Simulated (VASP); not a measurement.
# Si16C16O (a cell with a defect) in VASP: further runs

Si16C16O (a cell with a defect) is run at these levels: PBE; tasks: single point.

All numbers are computed with VASP 6.6.1; they aren't measurements. Logs are shortened: lines on timing, memory, paths and dates and some standing lists are left out, and cuts for length are marked.

## Step 1: The cell of the first run

The cell holds a defect, 33 atoms: a = 7.586 Å, b = 7.586 Å, c = 7.586 Å, α = 109.47°, β = 109.47°, γ = 109.47°.

## Step 2: Single point, PBE

File INCAR:

```
  PREC = Accurate
  ENCUT = 520
  EDIFF = 1E-6
  ISMEAR = -1
  SIGMA = 0.01
  LREAL = Auto
  LASPH = True
  NELM = 120
  ALGO = Normal
  ISIF = 2
  LWAVE = False
  LCHARG = True
  GGA = PE
  LELF = True
  LVHAR = True
  NBANDS = 89
  NELECT = 136.0
  GGA_COMPAT = False
```

File KPOINTS:

```
regular mesh
0
Gamma
  1 1 1
```

File POSCAR:

```
Si16C16O
1.0
   -4.3797050000      4.3797050000     -4.3797050000
    4.3797050000      4.3797050000      4.3797050000
    4.3797050000     -4.3797050000     -4.3797050000
Si C O
16 16 1
Direct
   -0.0049380038     -0.0014487277      0.7492545731
    0.0018076560      0.2505210967      0.4985941976
   -0.0618868166      0.4986115503      0.2386232634
    0.0034855087      0.7532568974      0.0049541008
    0.2470640146      0.0001193003      0.4970419241
    0.2502596636      0.2390976105      0.2483166104
    0.2546056184      0.4986036731     -0.0163699382
    0.2498932006      0.7466806554      0.7466839662
    0.4950977292     -0.0013551141      0.2493026357
    0.4903068814      0.2478713749     -0.0019348335
    0.4962544281      0.4985875761      0.7455738457
    0.5097601322      0.7580714911      0.5078069185
    0.7455402818     -0.0029399240     -0.0044830645
    0.7488127625      0.2439055827      0.7502823820
    0.7487578501      0.4985970516      0.4956914906
    0.7410189727      0.7493228425      0.2487846784
   -0.0035854013     -0.0001721577     -0.0006505004
   -0.0013964411      0.2443149710      0.7417840928
    0.0008509706      0.4986076688      0.4966196353
   -0.0096588697      0.7643634674      0.2544101715
    0.2432990350     -0.0034809422      0.7473979412
    0.2488629942      0.2489035220      0.4981487338
    0.2894350190      0.4985729632      0.2453020238
    0.2528881511      0.7528798172     -0.0039283468
    0.4951544682     -0.0026788334      0.4980965613
    0.4994882075      0.2488773787      0.2504430093
    0.5020758247      0.4985980791     -0.0080709774
    0.4985495598      0.7482769958      0.7478342719
    0.7453691516      0.0006809819      0.2494833556
    0.7245808793      0.2328113423     -0.0113561302
    0.7506142537      0.4985735341      0.7476919108
    0.7492187259      0.7483212910      0.5001659929
    0.0885317618      0.4986547039      0.1218446220
```

Potentials or basis: VASP PAW PBE potentials, release 64 (Si, C, O).

Run with:

```sh
cat potpaw_PBE.64/Si/POTCAR potpaw_PBE.64/C/POTCAR potpaw_PBE.64/O/POTCAR > POTCAR
mpirun -np 1 vasp_gam > vasp.out
```

OUTCAR:

```text
PREC = Accurate
   ENCUT = 520
   EDIFF = 1E-6
   ISMEAR = -1
   LREAL = Auto
   LASPH = True
   NELM = 120
   ISIF = 2
   GGA = PE
   NELECT = 136.0

 ion  position               nearest neighbor table
   1  0.995  0.999  0.749-  18 1.88  32 1.88  17 1.89  21 1.89  12 3.01  14 3.04  10 3.07  13 3.07
                             6 3.09  15 3.10  16 3.10   7 3.10   4 3.10   2 3.11   5 3.12   8 3.14
   2  0.002  0.251  0.499-  18 1.87  22 1.88  19 1.89  29 1.91   7 3.01  11 3.06   5 3.07   8 3.07
                             6 3.09  15 3.10  16 3.11   1 3.11  13 3.12  14 3.13   9 3.14
   3  0.938  0.499  0.239-  33 1.66  19 1.85  20 1.87  30 1.87  16 2.78  10 2.78  15 2.78   4 3.06
                            14 3.06   5 3.14  13 3.14
   4  0.003  0.753  0.005-  17 1.90  20 1.90  24 1.92  31 1.93  33 2.55   6 3.01   9 3.04   5 3.05
                             3 3.06   1 3.10  13 3.11   8 3.13   7 3.14  16 3.14  11 3.14
   5  0.247  0.000  0.497-  20 1.86  22 1.88  25 1.89  21 1.92   6 3.02   4 3.05   2 3.07   9 3.07
                            11 3.09  10 3.10  14 3.11   8 3.12   1 3.12  12 3.13  16 3.13   3 3.14
   6  0.250  0.239  0.248-  26 1.86  22 1.88  17 1.88  23 1.90   9 3.01   4 3.01   5 3.02  10 3.04
                            11 3.08  15 3.09   2 3.09   1 3.09  13 3.13
   7  0.255  0.499  0.984-  27 1.86  33 1.89  24 1.90  18 1.90  23 1.91  11 2.97   8 3.01   2 3.01
                            16 3.02  10 3.02   9 3.10   1 3.10   4 3.14  14 3.14
   8  0.250  0.747  0.747-  24 1.87  28 1.88  19 1.89  21 1.91   7 3.01  11 3.06  13 3.07   2 3.07
                            12 3.09  15 3.10  10 3.11   9 3.11   5 3.12   4 3.13   1 3.14
   9  0.495  0.999  0.249-  24 1.88  26 1.88  25 1.89  29 1.89   6 3.01   4 3.04  16 3.07   5 3.07
                            12 3.09  15 3.10  10 3.10   7 3.10  14 3.10   8 3.11  13 3.12   2 3.14
  10  0.490  0.248  0.998-  30 1.84  26 1.89  27 1.89  21 1.89   3 2.78   7 3.02   6 3.04   1 3.07
                            15 3.08   9 3.10   5 3.10   8 3.11  16 3.11  11 3.12  13 3.13  14 3.14
  11  0.496  0.499  0.746-  27 1.85  22 1.88  28 1.88  31 1.92   7 2.97   2 3.06   8 3.06  12 3.08
                             6 3.08   5 3.09  13 3.09  15 3.11  10 3.12  16 3.12   4 3.14  14 3.14
  12  0.510  0.758  0.508-  32 1.86  28 1.88  25 1.88  23 1.90   1 3.01  14 3.01  13 3.02  16 3.04
                            11 3.08  15 3.09   8 3.09   9 3.09   5 3.13
  13  0.746  0.997  0.996-  30 1.86  28 1.88  17 1.89  29 1.92  12 3.02  14 3.05   8 3.07   1 3.07
                            11 3.09  16 3.10   4 3.11   2 3.12   9 3.12   6 3.13  10 3.13   3 3.14
  14  0.749  0.244  0.750-  25 1.90  30 1.90  18 1.92  31 1.93  33 2.55  12 3.01   1 3.04  13 3.05
                             3 3.06   9 3.10   5 3.11   2 3.13   7 3.14  10 3.14  11 3.14
  15  0.749  0.499  0.496-  32 1.88  26 1.88  31 1.91  19 1.91   3 2.78  10 3.08  16 3.08  12 3.09
                             6 3.09   9 3.10   1 3.10   2 3.10   8 3.10  11 3.11
  16  0.741  0.749  0.249-  20 1.84  32 1.89  27 1.89  29 1.89   3 2.78   7 3.02  12 3.04   9 3.07
                            15 3.08   1 3.10  13 3.10   2 3.11  10 3.11  11 3.12   5 3.13   4 3.14
  17  0.996  1.000  0.999-   6 1.88  13 1.89   1 1.89   4 1.90
  18  0.999  0.244  0.742-   2 1.87   1 1.88   7 1.90  14 1.92
  19  0.001  0.499  0.497-   3 1.85   8 1.89   2 1.89  15 1.91
  20  0.990  0.764  0.254-  16 1.84   5 1.86   3 1.87   4 1.90
  21  0.243  0.997  0.747-   1 1.89  10 1.89   8 1.91   5 1.92
  22  0.249  0.249  0.498-   6 1.88   2 1.88   5 1.88  11 1.88
[... 8 lines left out ...]
  31  0.751  0.499  0.748-  15 1.91  11 1.92  14 1.93   4 1.93
  32  0.749  0.748  0.500-  12 1.86  15 1.88   1 1.88  16 1.89
  33  0.089  0.499  0.122-  23 1.50   3 1.66   7 1.89   4 2.55  14 2.55

  LATTYP: Found a body centered cubic cell.
 ALAT       =     8.7594100000

  Lattice vectors:

 A1 = (  -4.3797050000,   4.3797050000,  -4.3797050000)
 A2 = (   4.3797050000,   4.3797050000,   4.3797050000)
 A3 = (   4.3797050000,  -4.3797050000,  -4.3797050000)

Analysis of symmetry for initial positions (statically):
=====================================================================
 Subroutine PRICEL returns:
 Original cell was already a primitive cell.

 Routine SETGRP: Setting up the symmetry group for a
 body centered cubic supercell.

 Subroutine GETGRP returns: Found  1 space group operations
 (whereof  1 operations were pure point group operations)
 out of a pool of 48 trial point group operations.

The static configuration has the point symmetry C_1 .

Analysis of symmetry for dynamics (positions and initial velocities):
=====================================================================
 Subroutine PRICEL returns:
 Original cell was already a primitive cell.

 Routine SETGRP: Setting up the symmetry group for a
 body centered cubic supercell.

 Subroutine GETGRP returns: Found  1 space group operations
 (whereof  1 operations were pure point group operations)
 out of a pool of 48 trial point group operations.

The dynamic configuration has the point symmetry C_1 .
[... 97 lines left out ...]

 Generating k-lattice:

  Cartesian coordinates                     Fractional coordinates (reciprocal lattice)
     0.000000000  0.114162940 -0.114162940     1.000000000  0.000000000  0.000000000
     0.114162940  0.114162940  0.000000000     0.000000000  1.000000000  0.000000000
     0.114162940  0.000000000 -0.114162940     0.000000000  0.000000000  1.000000000

  Length of vectors
     0.161450778  0.161450778  0.161450778

  Shift w.r.t. Gamma in fractional coordinates (k-lattice)
     0.000000000  0.000000000  0.000000000

 Subroutine IBZKPT returns following result:
 ===========================================

 Found      1 irreducible k-points:

 Following reciprocal coordinates:
            Coordinates               Weight
  0.000000  0.000000  0.000000      1.000000
   k-points           NKPTS =      1   k-points in BZ     NKDIM =      1   number of bands    NBANDS=     89
   number of dos      NEDOS =    301   number of ions     NIONS =     33
   total plane-waves  NPLWV = 175616
   dimension x,y,z NGX =    56 NGY =   56 NGZ =   56
   dimension x,y,z NGXF=   112 NGYF=  112 NGZF=  112
   ions per type =              16  16   1
   NGX,Y,Z   is equivalent  to a cutoff of  12.27, 12.27, 12.27 a.u.
   NGXF,Y,Z  is equivalent  to a cutoff of  24.55, 24.55, 24.55 a.u.
 SYSTEM =  unknown system
   PREC   = accura    normal or accurate (medium, high low for compatibility)
   ISTART =      0    job   : 0-new  1-cont  2-samecut
   ICHARG =      2    charge: 1-file 2-atom 10-const
   ISPIN  =      1    spin polarized calculation?
   LNONCOLLINEAR =      F non collinear calculations
   LSORBIT =      F    spin-orbit coupling
   LASPH  =      T    aspherical Exc in radial PAW
   ENCUT  =  520.0 eV  38.22 Ry    6.18 a.u.  14.10 14.10 14.10*2*pi/ulx,y,z
   NELM   =    120;   NELMIN=  2; NELMDL= -5     # of ELM steps
   EDIFF  = 0.1E-05   stopping-criterion for ELM
   LREAL  =      T    real-space projection
   EDIFFG = 0.1E-04   stopping-criterion for IOM
   NSW    =      0    number of steps for IOM
   IBRION =     -1    ionic relax: 0-MD 1-quasi-New 2-CG
   NFREE  =      0    steps in history (QN), initial steepest desc. (CG)
   ISIF   =      2    stress and relaxation
   ISYM   =      2    0-nonsym 1-usesym 2-fastsym
   POTIM  = 0.5000    time-step for ionic-motion
   TEBEG  =    0.0;   TEEND  =   0.0 temperature during run
   PSTRESS=    0.0 pullay stress
   NELECT =     136.0000    total number of electrons
   NUPDOWN=      -1.0000    fix difference up-down
   EMIN   =  10.00;   EMAX   =-10.00  energy-range for DOS
   EFERMI =   0.00;   METHOD = LEGACY
   ISMEAR =    -1;   SIGMA  =   0.01  broadening in eV -4-tet -1-fermi 0-gaus
   EFERMI_NEDOS =   21; number of points for ismear=-14 and -15
   IALGO  =     38    algorithm
   IMIX   =      4    mixing-type and parameters
     AMIX     =   0.40;   BMIX     =  1.00
     AMIX_MAG =   1.60;   BMIX_MAG =  1.00
  volume/ion in A,a.u.               =      10.18        68.72
  Fermi-wavevector in a.u.,A,eV,Ry     =   1.210941  2.288346 19.951282  1.466378
  Thomas-Fermi vector in A             =   2.346472
   LORBIT       =      0    0 simple, 1 ext, 2 COOP (PROOUT), +10 PAW based schemes
   GGA     = PE    functional components
   LHFCALC =     F    Hartree Fock is set to
   AEXX    =    0.0000 exact exchange contribution
   IVDW    =     0    specifies the selected vdW correction
   LEPSILON=     F    determine dielectric tensor
   LRPA    =     F    only Hartree local field effects (RPA)
 non-spin polarized calculation
  energy-cutoff  :      520.00
  volume of cell :      336.04
 maximum number of plane-waves:      4475
   NGX = 29   NGY = 29   NGZ = 29

 number of electron     135.9999999 magnetization

 Free energy of the ion-electron system (eV)
  ---------------------------------------------------
  ext. energy  EPLUGINS =         0.00000000
  ---------------------------------------------------
  free energy    TOTEN  =      -223.06731034 eV

  energy without entropy =     -223.06731034  energy(sigma->0) =     -223.06731034

 E-fermi :   9.2247     XC(G=0): -11.4693

 val. band max:        8.9766520789   @ k =   0.0000   0.0000   0.0000
 cond. band min:       9.6542280389   @ k =   0.0000   0.0000   0.0000
 fundamental gap:      0.6775759600
 Fermi energy:         9.2246640062

 k-point     1 :       0.0000    0.0000    0.0000
  band No.  band energies     occupation
      1     -13.5171      2.00000
      2      -7.1050      2.00000
      3      -5.1674      2.00000
      4      -4.4931      2.00000
      5      -4.4702      2.00000
      6      -4.4253      2.00000
[... 72 lines left out ...]
     79      13.4071      0.00000
     80      13.4710      0.00000
 [bands above 80 left out]

------------------------ aborting loop because EDIFF is reached ----------------------------------------

  FORCE on cell =-STRESS in cart. coord.  units (eV):
  Direction    XX          YY          ZZ          XY          YZ          ZX
  --------------------------------------------------------------------------------------
  -------------------------------------------------------------------------------------
  Total       37.7450170     37.7471313     29.7310274     -5.6271674     -6.1706769      6.1715749
  in kB      179.9598570    179.9699375    141.7509348    -26.8290842    -29.4204167     29.4246983
  external PRESSURE =     167.2269098 kB  Pullay stress =       0.0000000 kB

 VOLUME and BASIS-vectors are now :
 -----------------------------------------------------------------------------
  energy-cutoff  :      520.00
  volume of cell :      336.04
      direct lattice vectors                 reciprocal lattice vectors
    -4.379705000  4.379705000 -4.379705000     0.000000000  0.114162940 -0.114162940
     4.379705000  4.379705000  4.379705000     0.114162940  0.114162940  0.000000000
     4.379705000 -4.379705000 -4.379705000     0.114162940  0.000000000 -0.114162940

 POSITION                                       TOTAL-FORCE (eV/Angst)
 -----------------------------------------------------------------------------------
      3.29680      5.44992     -3.26623         0.105036     -0.014925      0.095600
      3.27299     -1.07857     -1.09440         0.044475      0.054884      0.008832
     -0.87979      5.24733     -2.96999         0.759435     -0.765446      0.754119
      3.30547      3.29261      3.26208         0.207830      0.203930      0.115867
      1.09535     -1.09431     -3.25844        -0.071119      0.015925      0.112834
      1.03867      1.05569     -1.13644        -0.133302     -0.055661     -0.018044
[... 25 lines left out ...]
      2.18665      4.36820     -2.19451        -0.010830     -0.010060      0.013741
      2.32986      2.03806      1.26257         0.396776     -0.399446     -2.430520
 -----------------------------------------------------------------------------------
    total drift:                               -0.004512      0.000184     -0.058074

  FREE ENERGIE OF THE ION-ELECTRON SYSTEM (eV)
  ---------------------------------------------------
  free  energy   TOTEN  =      -223.0673103374 eV

  energy  without entropy=     -223.0673103374  energy(sigma->0) =     -223.06731034
```

Run time: 88 s. Hardware: 1 thread of Intel Xeon Platinum 8488C (Sapphire Rapids), shared host; peak memory 0.4 GiB.

What came out:

```
Free energy   : -223.0673 eV
Largest force : 2.495 eV/Å
```

Forces on the atoms (eV/Å):
```
Si   0.105 -0.015  0.096
Si   0.044  0.055  0.009
Si   0.759 -0.765  0.754
Si   0.208  0.204  0.116
Si  -0.071  0.016  0.113
Si  -0.133 -0.056 -0.018
Si  -0.426  0.423  0.008
Si  -0.055 -0.040  0.009
Si   0.017 -0.103  0.095
Si   0.052 -0.012  0.119
Si  -0.042  0.041  0.035
Si   0.057  0.133 -0.017
Si  -0.016  0.072  0.116
Si  -0.204 -0.208  0.114
Si  -0.032  0.035  0.007
Si   0.015 -0.049  0.118
C    0.035  0.012  0.073
C    0.228  0.050  0.075
C   -0.055  0.057  0.029
C   -0.032  0.039  0.255
C    0.010 -0.049  0.091
C   -0.029  0.029  0.061
C   -0.564  0.566 -0.126
C   -0.041 -0.227  0.067
C   -0.004 -0.034  0.077
C   -0.001 -0.006  0.011
C   -0.141  0.144  0.072
C   -0.036  0.018  0.055
C    0.047 -0.003  0.089
C   -0.039  0.035  0.255
C   -0.042  0.048 -0.341
C   -0.011 -0.010  0.014
O    0.397 -0.399 -2.431
```

Caveat: the k points lie up to 1.01 Å⁻¹ apart; the cell carries a net charge on a neutralising background, which shifts energy and pressure; the cell is charged against a uniform background, so pressure and absolute levels hang on convention.

## Step 3: Single point, PBE

File INCAR:

```
SYSTEM = Si16C16O
PREC     = Accurate       ! precision mode
ENCUT    = 520            ! plane-wave cutoff, eV
EDIFF    = 1E-6           ! SCF threshold, eV
ISMEAR   = -1             ! smearing method
SIGMA    = 0.01           ! smearing width, eV
LREAL    = Auto         
LASPH    = .True.         ! aspherical terms in the spheres
NELM     = 120            ! most SCF steps
ALGO     = Normal         ! electronic algorithm
ISIF     = 2              ! what is computed and relaxed
LWAVE    = .False.        ! write WAVECAR
LCHARG   = .False.        ! write CHGCAR
GGA      = PE             ! functional
NELECT   = 136.0        
NBANDS   = 89             ! bands
GGA_COMPAT= .False.
```

File KPOINTS:

```
Automatic mesh
0
Gamma
  1 1 1
  0 0 0
```

File POSCAR:

```
Si16C16O
1.0
   -4.3797050000      4.3797050000     -4.3797050000
    4.3797050000      4.3797050000      4.3797050000
    4.3797050000     -4.3797050000     -4.3797050000
Si C O
16 16 1
Direct
   -0.0035206709      0.0008942383      0.7453520271
    0.0050891555      0.2591010125      0.4921034636
   -0.0154839196      0.4999307031      0.2460944287
   -0.0015572967      0.7481992509     -0.0046794248
    0.2496902189     -0.0032004439      0.4981364042
    0.2456751083      0.2380022170      0.2460855240
    0.2471635647      0.5012004233     -0.0140403292
    0.2456518190      0.7501113659      0.7449928705
    0.4965162037      0.0002288967      0.2451254137
    0.4942996161      0.2525981773     -0.0045920901
    0.4961862728      0.4996847961      0.7451071476
    0.5043048561      0.7583574693      0.5002730778
    0.7523596909      0.0063630998     -0.0052871141
    0.7469116071      0.2504850213      0.7454036288
    0.7428830252      0.5037734277      0.4980610566
    0.7461499119      0.7505887954      0.2450900232
   -0.0045392327     -0.0124064292     -0.0149809177
   -0.0053113166      0.2486879824      0.7406087853
   -0.0089115591      0.5132482667      0.5088881557
   -0.0040548393      0.7536522437      0.2462735504
    0.2471044283      0.0004152106      0.7475282011
    0.2593122140      0.2450533769      0.5091503880
    0.2783758267      0.5331578268      0.2425743286
    0.2472219019      0.7507985127     -0.0048042048
    0.4972600894      0.0007393192      0.4950951034
    0.4995731448      0.2500738063      0.2463141924
    0.4967403056      0.5012830773     -0.0047868521
    0.4967602841      0.7507310424      0.7448083832
    0.7479244607      0.0020104094      0.2440083293
    0.7338131221      0.2496319958     -0.0147552175
    0.7463685340      0.5010137669      0.7473716837
    0.7466989215      0.7513599660      0.4950824314
    0.0633791545      0.3171793534      0.2627398421
```

Potentials or basis: VASP PAW PBE potentials, release 64 (Si, C, O).

Run with:

```sh
cat potpaw_PBE.64/Si/POTCAR potpaw_PBE.64/C/POTCAR potpaw_PBE.64/O/POTCAR > POTCAR
mpirun -np 1 vasp_gam > vasp.out
```

Wall time 76 s (1 thread of Intel Xeon Platinum 8488C (Sapphire Rapids), shared host); peak memory 0.4 GiB.

The run converged. Its results:

| Property | Result |
| --- | --- |
| Free energy | -220.9568 eV |
| Largest force | 0.040 eV/Å |

Forces on the atoms (eV/Å):
```
Si   0.005 -0.005 -0.001
Si   0.015 -0.013 -0.015
Si   0.025  0.015  0.021
Si   0.003  0.008  0.002
Si   0.005  0.009  0.006
Si  -0.026  0.005 -0.030
Si  -0.007  0.007  0.003
Si  -0.005 -0.002  0.002
Si   0.003 -0.004  0.004
Si  -0.001  0.006 -0.002
Si  -0.001 -0.004  0.009
Si   0.001  0.004 -0.003
Si   0.000  0.011  0.005
Si   0.003 -0.004 -0.005
Si  -0.003  0.009  0.003
Si  -0.007 -0.002 -0.008
C   -0.001 -0.004  0.007
C   -0.001  0.003  0.001
C    0.011  0.002  0.002
C   -0.003  0.000  0.002
C   -0.009 -0.002 -0.004
C    0.002  0.002  0.004
C    0.011 -0.025  0.007
C    0.001 -0.008 -0.011
C   -0.004 -0.005 -0.008
C    0.009  0.002  0.000
C    0.003 -0.005 -0.009
C   -0.002 -0.004 -0.010
C    0.003  0.000 -0.004
C   -0.002  0.004  0.026
C   -0.006 -0.002 -0.009
C    0.003 -0.003 -0.008
O   -0.025  0.006  0.020
```

Levels at points of the mesh, in eV from the Fermi level:
| k point | band 66 | band 67 | band 68 | band 69 | band 70 | band 71 |
| --- | --- | --- | --- | --- | --- | --- |
| (0.00, 0.00, 0.00) | -1.01 | -0.94 | -0.21 | 0.21 | 0.26 | 1.54 |

Caveat: the k points lie up to 1.01 Å⁻¹ apart; the cell carries a net charge on a neutralising background, which shifts energy and pressure; the cell is charged against a uniform background, so pressure and absolute levels hang on convention.

(Part 1 of 2 ends here.)
